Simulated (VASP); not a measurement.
# InSe (R-3m) in VASP: single point with PBE

Aim: the single point of InSe with PBE.

All numbers are computed with VASP 6.6.1; they aren't measurements. Logs are shortened: lines on timing, memory, paths and dates and some standing lists are left out, and cuts for length are marked.

## 1. The cell of the first run

The typed cell holds 4 atoms: a = 7.258 Å, b = 7.258 Å, c = 7.258 Å, α = 33.60°, β = 33.60°, γ = 33.60°.

## 2. Single point, PBE

Contents of INCAR:

```
SYSTEM = InSe
  PREC = Accurate
  ENCUT = 520
  EDIFF = 1E-6
  ISMEAR = -1
  SIGMA = 0.15
  LREAL = .False.
  LASPH = .True.
  NELM = 100
  ALGO = Normal
  ISIF = 2
  LWAVE = .False.
  LCHARG = .False.
  GGA = PE
  NBANDS = 27
```

Contents of KPOINTS:

```
regular mesh
0
Gamma
  12 12 12
  0 0 0
```

Contents of POSCAR:

```
InSe
1.0
    2.0979975312      1.2112794394      6.8420880990
   -2.0979975312      1.2112794394      6.8420880990
    0.0000000000     -2.4225588787      6.8420880990
In Se
2 2
Direct
    0.5000000000      0.5000000000      0.5000000000
    0.0000000000      0.0000000000      0.0000000000
    0.7500043119      0.7500043119      0.7500043119
    0.2499956881      0.2499956881      0.2499956881
```

Potentials or basis: VASP PAW PBE potentials, release 64 (In_d, Se).

Command:

```
> cat potpaw_PBE.64/In_d/POTCAR potpaw_PBE.64/Se/POTCAR > POTCAR
> mpirun -np 1 vasp_std > vasp.out
```

OUTCAR:

```text
SYSTEM = InSe
   PREC = Accurate
   ENCUT = 520
   EDIFF = 1E-6
   ISMEAR = -1
   LREAL = .False.
   LASPH = .True.
   NELM = 100
   ISIF = 2
   GGA = PE

 ion  position               nearest neighbor table
   1  0.500  0.500  0.500-   4 2.97   3 2.97   4 2.97   4 2.97   3 2.97   3 2.97
   2  0.000  0.000  0.000-   3 2.97   4 2.97   3 2.97   3 2.97   4 2.97   4 2.97
   3  0.750  0.750  0.750-   1 2.97   1 2.97   1 2.97   2 2.97   2 2.97   2 2.97
   4  0.250  0.250  0.250-   1 2.97   1 2.97   1 2.97   2 2.97   2 2.97   2 2.97

  LATTYP: Found a trigonal (rhomboedric) cell.
 ALAT       =     7.2583029060
 COS(alpha) =     0.8329025723

  Lattice vectors:

 A1 = (   2.0979975312,   1.2112794394,   6.8420880990)
 A2 = (  -2.0979975312,   1.2112794394,   6.8420880990)
 A3 = (   0.0000000000,  -2.4225588787,   6.8420880990)

Analysis of symmetry for initial positions (statically):
=====================================================================
 Subroutine PRICEL returns following result:

  LATTYP: Found a trigonal (rhomboedric) cell.
 ALAT       =     4.1919367731
 COS(alpha) =     0.4990314134

  Lattice vectors:

 A1 = (   0.0000000000,   2.4225588787,   3.4210440495)
 A2 = (  -2.0979975312,  -1.2112794393,   3.4210440495)
 A3 = (   2.0979975312,  -1.2112794394,   3.4210440495)

   2 primitive cells build up your supercell.

 Routine SETGRP: Setting up the symmetry group for a
 trigonal (rhombohedral) supercell.

 Subroutine GETGRP returns: Found 12 space group operations
 (whereof 12 operations were pure point group operations)
 out of a pool of 12 trial point group operations.

The static configuration has the point symmetry D_3d.

Analysis of symmetry for dynamics (positions and initial velocities):
=====================================================================
 Subroutine PRICEL returns following result:

  LATTYP: Found a trigonal (rhomboedric) cell.
 ALAT       =     4.1919367731
 COS(alpha) =     0.4990314134

  Lattice vectors:

 A1 = (   0.0000000000,   2.4225588787,   3.4210440495)
 A2 = (  -2.0979975312,  -1.2112794393,   3.4210440495)
 A3 = (   2.0979975312,  -1.2112794394,   3.4210440495)

   2 primitive cells build up your supercell.

 Routine SETGRP: Setting up the symmetry group for a
 trigonal (rhombohedral) supercell.

[... 88 lines left out ...]
   total plane-waves  NPLWV = 157464
   dimension x,y,z NGX =    54 NGY =   54 NGZ =   54
   dimension x,y,z NGXF=   108 NGYF=  108 NGZF=  108
   ions per type =               2   2
   NGX,Y,Z   is equivalent  to a cutoff of  12.37, 12.37, 12.37 a.u.
   NGXF,Y,Z  is equivalent  to a cutoff of  24.74, 24.74, 24.74 a.u.
 SYSTEM =  InSe
   PREC   = accura    normal or accurate (medium, high low for compatibility)
   ISTART =      0    job   : 0-new  1-cont  2-samecut
   ICHARG =      2    charge: 1-file 2-atom 10-const
   ISPIN  =      1    spin polarized calculation?
   LNONCOLLINEAR =      F non collinear calculations
   LSORBIT =      F    spin-orbit coupling
   LASPH  =      T    aspherical Exc in radial PAW
   ENCUT  =  520.0 eV  38.22 Ry    6.18 a.u.  13.50 13.50 13.50*2*pi/ulx,y,z
   NELM   =    100;   NELMIN=  2; NELMDL= -5     # of ELM steps
   EDIFF  = 0.1E-05   stopping-criterion for ELM
   LREAL  =      F    real-space projection
   EDIFFG = 0.1E-04   stopping-criterion for IOM
   NSW    =      0    number of steps for IOM
   IBRION =     -1    ionic relax: 0-MD 1-quasi-New 2-CG
   NFREE  =      0    steps in history (QN), initial steepest desc. (CG)
   ISIF   =      2    stress and relaxation
   ISYM   =      2    0-nonsym 1-usesym 2-fastsym
   POTIM  = 0.5000    time-step for ionic-motion
   TEBEG  =    0.0;   TEEND  =   0.0 temperature during run
   PSTRESS=    0.0 pullay stress
   NELECT =      38.0000    total number of electrons
   NUPDOWN=      -1.0000    fix difference up-down
   EMIN   =  10.00;   EMAX   =-10.00  energy-range for DOS
   EFERMI =   0.00;   METHOD = LEGACY
   ISMEAR =    -1;   SIGMA  =   0.15  broadening in eV -4-tet -1-fermi 0-gaus
   EFERMI_NEDOS =   21; number of points for ismear=-14 and -15
   IALGO  =     38    algorithm
   IMIX   =      4    mixing-type and parameters
     AMIX     =   0.40;   BMIX     =  1.00
     AMIX_MAG =   1.60;   BMIX_MAG =  1.00
  volume/ion in A,a.u.               =      26.08       176.01
  Fermi-wavevector in a.u.,A,eV,Ry     =   1.169157  2.209387 18.598196  1.366929
  Thomas-Fermi vector in A             =   2.305634
   LORBIT       =      0    0 simple, 1 ext, 2 COOP (PROOUT), +10 PAW based schemes
   GGA     = PE    functional components
[... 5 lines left out ...]
 non-spin polarized calculation
  energy-cutoff  :      520.00
  volume of cell :      104.33
 maximum number of plane-waves:      2836
 NGX is ok and might be reduce to    54
   NGX = 27   NGY = 27   NGZ = 27

 number of electron      38.0000000 magnetization

 Free energy of the ion-electron system (eV)
  ---------------------------------------------------
  ext. energy  EPLUGINS =         0.00000000
  ---------------------------------------------------
  free energy    TOTEN  =       -13.93135428 eV

  energy without entropy =      -13.79352845  energy(sigma->0) =      -13.86244137

 E-fermi :   5.5282     XC(G=0):  -9.6505

 val. band max:        5.5233254781   @ k =   0.4167   0.4167   0.2500
 cond. band min:       5.5320122299   @ k =   0.3333   0.3333   0.1667
 fundamental gap:      0.0086867518
 Fermi energy:         5.5281548826

 k-point     1 :       0.0000    0.0000    0.0000
  band No.  band energies     occupation
      1      -9.1177      2.00000
      2      -9.1177      2.00000
      3      -9.0787      2.00000
      4      -9.0787      2.00000
      5      -9.0754      2.00000
      6      -9.0716      2.00000
[... 709 lines left out ...]
     26      11.1762      0.00000
     27      13.2973      0.00000

 [... further k-points ...]
[... 5 lines left out ...]
  --------------------------------------------------------------------------------------
  -------------------------------------------------------------------------------------
  Total       -0.0021255     -0.0021255     -0.0075518      0.0000000     -0.0000000      0.0000000
  in kB       -0.0326427     -0.0326427     -0.1159769      0.0000000     -0.0000000      0.0000000
  external PRESSURE =      -0.0604208 kB  Pullay stress =       0.0000000 kB

 VOLUME and BASIS-vectors are now :
 -----------------------------------------------------------------------------
  energy-cutoff  :      520.00
  volume of cell :      104.33
      direct lattice vectors                 reciprocal lattice vectors
     2.097997531  1.211279439  6.842088099     0.238322492  0.137595555  0.048718071
    -2.097997531  1.211279439  6.842088099    -0.238322492  0.137595555  0.048718071
     0.000000000 -2.422558879  6.842088099     0.000000000 -0.275191110  0.048718071

 POSITION                                       TOTAL-FORCE (eV/Angst)
 -----------------------------------------------------------------------------------
      0.00000      0.00000     10.26313        -0.000000     -0.000000      0.000000
      0.00000      0.00000      0.00000         0.000000      0.000000      0.000000
      0.00000      0.00000     15.39479        -0.000000      0.000000     -0.000000
      0.00000      0.00000      5.13148        -0.000000      0.000000      0.000000
 -----------------------------------------------------------------------------------
    total drift:                               -0.000000     -0.000000      0.000000

  FREE ENERGIE OF THE ION-ELECTRON SYSTEM (eV)
  ---------------------------------------------------
  free  energy   TOTEN  =       -13.9313542843 eV

  energy  without entropy=      -13.7935284479  energy(sigma->0) =      -13.86244137
```

OSZICAR:

```text
N       E                     dE             d eps       ncg     rms          rms(c)
DAV:   1     0.337343906105E+03    0.33734E+03   -0.17347E+04 10217   0.160E+03
DAV:   2     0.252329489496E+02   -0.31211E+03   -0.30270E+03 10371   0.395E+02
DAV:   3    -0.124759417646E+02   -0.37709E+02   -0.36928E+02 12784   0.144E+02
DAV:   4    -0.142132474693E+02   -0.17373E+01   -0.17243E+01 11999   0.304E+01
DAV:   5    -0.142850875996E+02   -0.71840E-01   -0.71797E-01 15216   0.614E+00    0.513E+00
DAV:   6    -0.139336730558E+02    0.35141E+00   -0.58337E-01 14359   0.122E+01    0.300E+00
DAV:   7    -0.139303557129E+02    0.33173E-02   -0.26691E-01 13992   0.349E+00    0.103E+00
DAV:   8    -0.139311974030E+02   -0.84169E-03   -0.32494E-02 14153   0.200E+00    0.216E-01
DAV:   9    -0.139312098974E+02   -0.12494E-04   -0.34741E-03 14988   0.777E-01    0.841E-02
DAV:  10    -0.139312983218E+02   -0.88424E-04   -0.36528E-04 11349   0.114E-01    0.508E-02
DAV:  11    -0.139313533117E+02   -0.54990E-04   -0.13824E-04 11998   0.109E-01    0.215E-02
DAV:  12    -0.139313546085E+02   -0.12968E-05   -0.16465E-05 13068   0.298E-02    0.120E-02
DAV:  13    -0.139313542843E+02    0.32416E-06   -0.12913E-06  7565   0.725E-03
   1 F= -.13931354E+02 E0= -.13862441E+02  d E =-.137826E+00
```

Run time: 22 min. Hardware: 1 thread of Intel Xeon Platinum 8259CL at 2.50GHz (Skylake/Cascade Lake), shared host; peak memory 0.72 GiB.

Results:

```
Free energy            : -13.9314 eV
Pressure               : 0.0 GPa
Band gap on the k mesh : zero (band 19 reaches 6.06 eV, above the bottom of band 20 at 4.70 eV)
```

Levels at points of the mesh, in eV from the Fermi level:
```tsv
k point	band 17	band 18	band 19	band 20	band 21	band 22
(0.00, 0.00, 0.00)	-2.01	-1.79	-1.79	0.96	2.35	2.74
(0.50, 0.00, 0.00)	-2.74	-2.74	-0.83	-0.83	3.63	3.64
(0.50, 0.50, 0.00)	-3.38	-1.79	-1.79	0.97	2.36	2.75
(0.50, 0.50, 0.50)	-1.93	-1.93	0.12	0.13	3.56	3.56
```

Caveat: spin-orbit coupling is left out, which moves the levels of the heavy elements.
